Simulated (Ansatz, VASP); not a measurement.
# Two plane-wave programs on ZrSi7

```
Zr Si
1.0
     0.00000    3.94790    3.94790
     3.94790    0.00000    3.94790
     3.94790    3.94790    0.00000
Zr Si
1 7
Direct
  0.00000 0.00000 0.00000
  0.00000 0.50000 0.50000
  0.50000 0.00000 0.50000
  0.50000 0.50000 0.50000
  0.00000 0.00000 0.50000
  0.50000 0.00000 0.00000
  0.00000 0.50000 0.00000
  0.50000 0.50000 0.00000
```

Alike in both runs: functional PBE; k mesh 4 × 4 × 4; occupations gaussian, width 0.2 eV; no spin polarisation.

Ansatz relaxed the structure, and its values are those at the end. VASP's run is a single point on that final structure, the one shown.

```csv
,VASP,Ansatz
version,VASP 6.6.1,Ansatz 0.2.0
potentials or method,"VASP PAW PBE potentials, release 64 (Zr_sv, Si), cutoff 520 eV","scalar-relativistic, plane waves, PAW"
valence electrons in the cell,40,40
```

|  | VASP | Ansatz | Ansatz less VASP |
| --- | --- | --- | --- |
| gap on the k mesh at the Fermi level (eV) | none | none | - |
| pressure (GPa) | -0.3 | -0.3 | 0.00 |

A gap of «none» marks a metal or a gap that the smearing closes.
